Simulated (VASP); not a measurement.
# N: single point with PBEsol

N:

```
N
1.0
     4.50061    0.00000    0.00000
    -2.25031    3.89764    0.00000
     0.00000    0.00000    6.44552
N
4
Direct
  0.33333 0.66667 0.32893
  0.33333 0.66667 0.17107
  0.66667 0.33333 0.82893
  0.66667 0.33333 0.67107
```

This cell differs from its parent crystal: strain +0.080 along x and y, -0.080 along z.

```json
{
  "Program": "VASP 6.6.1",
  "Task": "single point",
  "Functional": "PBEsol",
  "Potentials or basis": "VASP PAW PBE potentials, release 64 (N)",
  "Cutoff": "520 eV",
  "k mesh": "6 × 6 × 4",
  "Occupations": "gaussian, width 0.05 eV",
  "Spin": "no spin polarisation",
  "Dipole correction": "no",
  "Further INCAR settings": "ALGO = Normal; EDIFF = 1e-06; NBANDS = 18"
}
```

```
Pressure               : 19.5 GPa
Largest force          : 20.649 eV/Å
Band gap on the k mesh : 7.98 eV, indirect (least direct gap 8.36 eV)
```

Forces in eV/Å, atoms in the order of the input:
```
N     0.000   0.000  20.649
N     0.000   0.000 -20.649
N     0.000   0.000  20.649
N     0.000   0.000 -20.649
```

Stress tensor (GPa, compression positive):
```
-0.22  0.00  0.00
 0.00 -0.22  0.00
 0.00  0.00 58.99
```

Levels at points of the mesh, in eV from the valence-band top:
```
           k point  band 8  band 9  band 10  band 11  band 12  band 13
(0.00, 0.00, 0.00)   -2.57   -1.05     0.00     8.68     8.68     9.37
(0.50, 0.00, 0.00)   -2.57   -0.60    -0.26     8.22     8.38     9.08
(0.00, 0.00, 0.50)   -2.63   -0.45    -0.45     8.99     8.99     8.99
(0.50, 0.00, 0.50)   -2.64   -0.45    -0.45     8.58     8.58     8.91
```

Run time: 15 s on 1 thread of Intel(R) Xeon(R) 6975P-C (Granite Rapids), with other jobs on the host, peak memory 0.22 GiB.

Caveat: the cell differs from its parent crystal (strain +0.080 along x and y, -0.080 along z); the standard files for N, O and F lose accuracy on very short bonds; the PAW data sets were made with another functional, which shifts forces and pressure a little. A k mesh can miss the band edges.
